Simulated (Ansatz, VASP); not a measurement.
## Two plane-wave programs on ZnO

```
CELL_PARAMETERS angstrom
3.18737 0.00000 0.00000
-1.59369 2.76034 0.00000
0.00000 0.00000 5.15279
ATOMIC_POSITIONS crystal
Zn 0.33333 0.66667 0.00228
Zn 0.66667 0.33333 0.50228
O 0.33333 0.66667 0.38072
O 0.66667 0.33333 0.88072
```

Alike in both runs: functional LDA; k mesh 9 × 9 × 6; occupations gaussian, width 0.02 eV; no spin polarisation.

Ansatz relaxed the structure, and its values are those at the end. VASP's run is a single point on that final structure, the one shown.

|  | VASP | Ansatz |
| --- | --- | --- |
| version | VASP 6.6.1 | Ansatz 0.2.0 |
| potentials or method | VASP PAW LDA potentials, release 64 (Zn, O_h), cutoff 910 eV | scalar-relativistic, plane waves, PAW |
| valence electrons in the cell | 36 | 36 |

```csv
,VASP,Ansatz,Ansatz less VASP
gap on the k mesh at the Fermi level (eV),0.81,0.79,-0.017
least direct gap on the mesh (eV),0.81,0.79,-0.017
```

Ansatz warns that its potentials were made for another functional, while VASP's fit it. LDA's correlation is that of Perdew and Zunger in VASP and of Perdew and Wang (1992) in Ansatz.

Noted on VASP's run: the cutoff is short for stress, so the pressure is rough.
